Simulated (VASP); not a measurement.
A run of VASP 6.6.1:

Contents of INCAR:

```
SYSTEM = Ru
PREC     = Accurate       ! precision mode
ENCUT    = 500            ! plane-wave cutoff, eV
EDIFF    = 1E-6           ! SCF threshold, eV
ISMEAR   = -1             ! smearing method
SIGMA    = 0.1            ! smearing width, eV
LREAL    = .FALSE.        ! projectors in reciprocal space
LASPH    = .TRUE.         ! aspherical terms in the spheres
NELM     = 120            ! most SCF steps
ALGO     = Normal         ! electronic algorithm
ISIF     = 2              ! what is computed and relaxed
LWAVE    = .FALSE.        ! write WAVECAR
LCHARG   = .FALSE.        ! write CHGCAR
GGA      = RE             ! functional
NBANDS   = 21             ! bands
GGA_COMPAT= .FALSE.
```

File KPOINTS:

```
regular mesh
0
G
  6 6 6
  0 0 0
```

File POSCAR:

```
Ru
1.0
    0.0000000000      2.7122974055      2.7122974055
    2.7122974055      0.0000000000      2.7122974055
    2.7122974055      2.7122974055      0.0000000000
Ru
2
Direct
    1.0000000000      1.0000000000      1.0000000000
    0.2500000000      0.2500000000      0.2500000000
```

Potentials or basis: VASP PAW PBE potentials, release 64 (Ru_pv).

Command:

```console
$ cat potpaw_PBE.64/Ru_pv/POTCAR > POTCAR
$ mpirun -np 1 vasp_std > vasp.out
```

Hardware: 1 thread of AMD EPYC 7R43 64-Core Processor (Zen 3), with other jobs on the host.

Task: Estimate the wall time of this run.

Result: It took 23 s on 1 thread of AMD EPYC 7R43 64-Core Processor (Zen 3), on a shared host, peak memory 0.12 GiB. Counts: scf iterations 11, k points 16.
